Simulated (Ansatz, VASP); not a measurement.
## P: VASP beside Ansatz

```
P
1.0
     4.88456    0.00000    0.00000
     0.00000    4.88456    0.00000
     0.00000    0.00000    2.46158
P
4
Direct
  0.24350 0.24350 0.00000
  0.24350 0.75650 0.00000
  0.75650 0.24350 0.00000
  0.75650 0.75650 0.00000
```

Change from the starting cell: the structure that the rattled cell fell into.

Alike in both runs: task relaxation of cell and atoms; functional PBE; k mesh 10 × 10 × 18; occupations gaussian, width 0.1 eV; no spin polarisation.

|  | VASP | Ansatz |
| --- | --- | --- |
| version | VASP 6.6.1 | Ansatz 0.2.0 |
| potentials or method | VASP PAW PBE potentials, release 64 (P), cutoff 600 eV | scalar-relativistic, plane waves, PAW |
| valence electrons in the cell | 20 | 20 |

|  | VASP | Ansatz | Ansatz less VASP |
| --- | --- | --- | --- |
| gap on the k mesh at the Fermi level, each at its own relaxed structure (eV) | none | none | - |
| relaxed volume (Å³/atom) | 14.61 | 14.63 | +0.030 |
| relaxed cell length with the largest relative difference (Å) | 2.470 | 2.472 | +0.0017 |

A gap of «none» marks a metal or a gap that the smearing closes.
